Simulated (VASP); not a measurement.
Here is a VASP 6.6.1 calculation.

The input INCAR:

```
SYSTEM = InSb3
ALGO     = Normal         ! electronic algorithm
EDIFF    = 1E-6           ! SCF threshold, eV
ENCUT    = 500            ! plane-wave cutoff, eV
GGA      = CA             ! functional
GGA_COMPAT= .FALSE.      
ISIF     = 2              ! what is computed and relaxed
ISMEAR   = -1             ! smearing method
LASPH    = .TRUE.         ! aspherical terms in the spheres
LCHARG   = .TRUE.         ! write CHGCAR
LELF     = .TRUE.         ! ELF
LREAL    = .FALSE.        ! projectors in reciprocal space
LVHAR    = .TRUE.       
LWAVE    = .FALSE.        ! write WAVECAR
NBANDS   = 22             ! bands
NELM     = 120            ! most SCF steps
PREC     = Accurate       ! precision mode
SIGMA    = 0.02           ! smearing width, eV
```

KPOINTS

```
k-points
0
G
  4 4 4
  0 0 0
```

The input POSCAR:

```
InSb3
1.0
    0.0000000000      3.7566094500      3.8715998368
    3.7566094500      0.0000000000      3.8715998368
    3.7566094500      3.7566094500      0.0000000000
In Sb
1 3
Direct
    0.0000000000      0.0000000000      0.0000000000
    0.2500000000      0.2500000000      0.2500000000
    0.7500000000      0.7500000000      0.7500000000
    0.5000000000      0.5000000000      0.5000000000
```

Potentials or basis: VASP PAW LDA potentials, release 64 (In_d, Sb).

The run is started by

```sh
$ cat potpaw_LDA.64/In_d/POTCAR potpaw_LDA.64/Sb/POTCAR > POTCAR
$ mpirun -np 1 vasp_std > vasp.out
```

Problem. What does it give for the band gap on the k mesh?

Solution. Zero (bands 14 and 15 overlap by 3.59 eV).

Problem. What does it give for the pressure?

Solution. -5.4 GPa.

Stress tensor (GPa, compression positive):
```
-6.28  0.00  0.00
 0.00 -6.28  0.00
 0.00  0.00 -3.79
```

Caveat: the cell stands under tension; spin-orbit coupling is left out, which moves the levels of the heavy elements.
